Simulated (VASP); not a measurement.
A run of VASP 6.6.1:

File INCAR:

```
SYSTEM = SiSn5
PREC     = Accurate       ! precision mode
ENCUT    = 600            ! plane-wave cutoff, eV
EDIFF    = 1E-7           ! SCF threshold, eV
ISMEAR   = 0              ! smearing method
SIGMA    = 0.1            ! smearing width, eV
LREAL    = .FALSE.        ! projectors in reciprocal space
LASPH    = .TRUE.         ! aspherical terms in the spheres
NELM     = 80             ! most SCF steps
ALGO     = Fast           ! electronic algorithm
ISIF     = 3              ! what is computed and relaxed
LWAVE    = .FALSE.        ! write WAVECAR
LCHARG   = .FALSE.        ! write CHGCAR
GGA      = PE             ! functional
IBRION   = 2              ! ionic algorithm
NSW      = 100            ! ionic steps
EDIFFG   = -0.01          ! ionic threshold
```

File KPOINTS:

```
Automatic mesh
0
G
  6 6 8
  0 0 0
```

File POSCAR:

```
SiSn5
1.0
    6.1165181544      0.0000000000      0.0000000000
   -3.0582590772      5.2970601044      0.0000000000
    0.0000000000      0.0000000000      5.4598251412
Si Sn
1 5
Direct
    0.0000000000      0.0000000000      0.0000000000
    0.3333333333      0.6666666667      0.0000000000
    0.6666666667      0.3333333333      0.0000000000
    0.5000000000      0.0000000000      0.5000000000
    0.5000000000      0.5000000000      0.5000000000
    0.0000000000      0.5000000000      0.5000000000
```

Potentials or basis: VASP PAW PBE potentials, release 64 (Si, Sn_d).

Command:

```console
$ cat potpaw_PBE.64/Si/POTCAR potpaw_PBE.64/Sn_d/POTCAR > POTCAR
$ mpirun -np 1 vasp_std > vasp.out
```

Hardware: 1 thread of Intel(R) Xeon(R) 6975P-C (Granite Rapids), on a shared host.

Question: Estimate the wall time of this run.

Answer: It took 16 min on 1 thread of Intel(R) Xeon(R) 6975P-C (Granite Rapids), on a shared host, peak memory 0.52 GiB. Counts: scf iterations 73, k points 35, ion steps 6.
